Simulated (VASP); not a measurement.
A run of VASP 6.6.1:

POSCAR

```
Sr
1.0
    4.4793916137      0.0000000000      0.0000000000
   -2.2396958068      3.8792669310      0.0000000000
    0.0000000000      0.0000000000      7.3751431277
Sr
2
Direct
    0.3333333333      0.6666666667      0.2500000000
    0.6666666667      0.3333333333      0.7500000000
```

File INCAR.step1:

```
SYSTEM = Sr
PREC     = Accurate       ! precision mode
ENCUT    = 520            ! plane-wave cutoff, eV
ISMEAR   = -1             ! smearing method
SIGMA    = 0.1            ! smearing width, eV
LREAL    = .False.        ! projectors in reciprocal space
LASPH    = .True.         ! aspherical terms in the spheres
NELM     = 100            ! most SCF steps
NBANDS   = 17             ! bands
GGA      = PE             ! functional
ALGO     = Normal         ! electronic algorithm
EDIFF    = 1E-4           ! SCF threshold, eV
LWAVE    = .True.         ! write WAVECAR
LCHARG   = .False.        ! write CHGCAR
```

File INCAR.step2:

```
SYSTEM = Sr
PREC     = Accurate       ! precision mode
ENCUT    = 520            ! plane-wave cutoff, eV
EDIFF    = 1E-6           ! SCF threshold, eV
ISMEAR   = -1             ! smearing method
SIGMA    = 0.1            ! smearing width, eV
LREAL    = .False.        ! projectors in reciprocal space
LASPH    = .True.         ! aspherical terms in the spheres
NELM     = 100            ! most SCF steps
ALGO     = Normal         ! electronic algorithm
ISIF     = 2              ! what is computed and relaxed
LWAVE    = .False.        ! write WAVECAR
LCHARG   = .False.        ! write CHGCAR
METAGGA  = R2SCAN         ! meta-GGA
LMIXTAU  = .True.       
NBANDS   = 17             ! bands
ISTART   = 1
```

Contents of KPOINTS:

```
Automatic mesh
0
Gamma
  10 10 5
  0 0 0
```

Potentials or basis: VASP PAW PBE potentials, release 64 (Sr_sv).

Launch:

```bash
$ cat potpaw_PBE.64/Sr_sv/POTCAR > POTCAR
$ cp INCAR.step1 INCAR
$ mpirun -np 1 vasp_std > vasp.out
$ cp INCAR.step2 INCAR
$ mpirun -np 1 vasp_std > vasp.out
```

Hardware: 1 thread of Intel(R) Xeon(R) Platinum 8259CL CPU @ 2.50GHz (Skylake/Cascade Lake), on a shared host.

**Question.** Estimate the wall time of this run.

**Answer.** Run time: 6.1 min on 1 thread of Intel(R) Xeon(R) Platinum 8259CL CPU @ 2.50GHz (Skylake/Cascade Lake) (shared host), peak memory 0.32 GiB. Counts: k points 42.
